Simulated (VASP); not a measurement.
Wanted: the native input for a VASP 6.6.1 run.

```yaml
Task: single point
Functional: r2SCAN
Potentials_or_basis: VASP PAW PBE potentials, release 64 (Os, Te)
Cutoff: 520 eV
k_mesh: 10 × 10 × 10
Occupations: gaussian, width 0.05 eV
Spin: collinear spin
Starting_moments: "[0.05, 0.0] μB"
Dipole_correction: no
Further_INCAR_settings: ALGO = Normal; EDIFF = 1e-06; NBANDS = 18
```

TeOs:

```
CELL_PARAMETERS angstrom
0.00000 2.89042 2.89042
2.89042 0.00000 2.89042
2.89042 2.89042 0.00000
ATOMIC_POSITIONS crystal
Os 0.00000 0.00000 0.00000
Te 0.25000 0.25000 0.25000
```

These files were run (other wordings do the same):

POSCAR

```
TeOs
1.0
    0.0000000000      2.8904173571      2.8904173571
    2.8904173571      0.0000000000      2.8904173571
    2.8904173571      2.8904173571      0.0000000000
Os Te
1 1
Direct
    0.0000000000      0.0000000000      0.0000000000
    0.2500000000      0.2500000000      0.2500000000
```

INCAR.step1

```
ALGO = Normal
EDIFF = 1E-4
ENCUT = 520
GGA = PE
ISMEAR = 0
ISPIN = 2
LASPH = T
LCHARG = F
LMAXMIX = 4
LREAL = F
LWAVE = T
MAGMOM = 0.05 0
NBANDS = 18
NELM = 150
PREC = Accurate
SIGMA = 0.05
```

INCAR.step2

```
ALGO = Normal
EDIFF = 1E-6
ENCUT = 520
ISIF = 2
ISMEAR = 0
ISPIN = 2
ISTART = 1
LASPH = T
LCHARG = T
LELF = T
LMAXMIX = 4
LMIXTAU = T
LORBIT = 11
LREAL = F
LVHAR = T
LWAVE = F
MAGMOM = 0.05 0
METAGGA = R2SCAN
NBANDS = 18
NELM = 150
PREC = Accurate
SIGMA = 0.05
```

KPOINTS

```
k-points
0
Gamma
  10 10 10
```

Potentials or basis: VASP PAW PBE potentials, release 64 (Os, Te).

Launch:

```bash
$ cat potpaw_PBE.64/Os/POTCAR potpaw_PBE.64/Te/POTCAR > POTCAR
$ cp INCAR.step1 INCAR
$ mpirun -np 1 vasp_std > vasp.out
$ cp INCAR.step2 INCAR
$ mpirun -np 1 vasp_std > vasp.out
```

Results of the run:

The pressure is 5.8 GPa and the band gap on the k mesh is zero (filled and empty bands overlap). The net moment is 0.00 μB per cell and the valence electrons inside the program's atomic spheres are Os 7.44; Te 3.55.

Caveat: the cell stands under pressure; the PAW data sets were made with another functional, which shifts forces and pressure a little; spin-orbit coupling is left out, which moves the levels of the heavy elements.

Run time: 2.9 min on 1 thread of AMD EPYC 9R45 96-Core Processor (Zen 5), with other jobs on the host, peak memory 0.21 GiB.
